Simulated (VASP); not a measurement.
# Al2Cu: single point with PBE

Al2Cu:

```
Al Cu
1.0
     2.84475    0.00000    0.00000
     0.00000    5.68950    0.00000
     0.00000    0.00000    5.83322
Al Cu
4 2
Direct
  0.50000 0.25000 0.72307
  0.50000 0.75000 0.72307
  0.50000 0.25000 0.27693
  0.50000 0.75000 0.27693
  0.00000 0.50000 0.00000
  0.00000 0.00000 0.00000
```

```yaml
Program: VASP 6.6.1
Task: single point
Functional: PBE
Potentials_or_basis: VASP PAW PBE potentials, release 64 (Al, Cu)
Cutoff: 520 eV
k_mesh: 8 × 4 × 4
Occupations: gaussian, width 0.2 eV
Spin: no spin polarisation
Dipole_correction: no
Further_INCAR_settings: ALGO = Normal; EDIFF = 1e-07; NBANDS = 26
```

| Quantity | Value |
| --- | --- |
| Pressure | 0.1 GPa |
| Largest force | 0.064 eV/Å |
| Band gap on the k mesh | zero (bands 17 and 18 overlap by 3.73 eV) |

Forces in eV/Å, atoms in the order of the input:
```
Al   0.000  0.000 -0.064
Al   0.000  0.000 -0.064
Al   0.000  0.000  0.064
Al   0.000  0.000  0.064
Cu   0.000  0.000  0.000
Cu   0.000  0.000  0.000
```

Stress tensor (GPa, compression positive):
```
-0.70  0.00  0.00
 0.00 -0.70  0.00
 0.00  0.00  1.67
```

Levels at points of the mesh, in eV from the Fermi level:
| k point | band 15 | band 16 | band 17 | band 18 | band 19 | band 20 |
| --- | --- | --- | --- | --- | --- | --- |
| (0.00, 0.00, 0.00) | -2.78 | -2.34 | -2.10 | -0.05 | 0.69 | 5.93 |
| (0.50, 0.00, 0.00) | -2.18 | -2.10 | -0.47 | -0.05 | 0.69 | 0.84 |
| (0.00, 0.50, 0.00) | -3.39 | -3.39 | 0.21 | 0.21 | 3.83 | 3.83 |
| (0.50, 0.50, 0.00) | -0.79 | -0.79 | -0.75 | -0.75 | 0.63 | 0.63 |
| (0.00, 0.00, 0.50) | -3.27 | -2.50 | -1.34 | 0.78 | 3.64 | 3.70 |
| (0.50, 0.00, 0.50) | -1.57 | -1.57 | -0.51 | 0.26 | 0.26 | 1.48 |
| (0.00, 0.50, 0.50) | -0.45 | -0.45 | 0.88 | 0.88 | 1.74 | 1.74 |
| (0.50, 0.50, 0.50) | -2.40 | -2.40 | -2.38 | -2.38 | 3.87 | 3.87 |

It took 100 s on 1 thread of Intel(R) Xeon(R) Platinum 8488C (Sapphire Rapids) (shared host), peak memory 0.25 GiB.
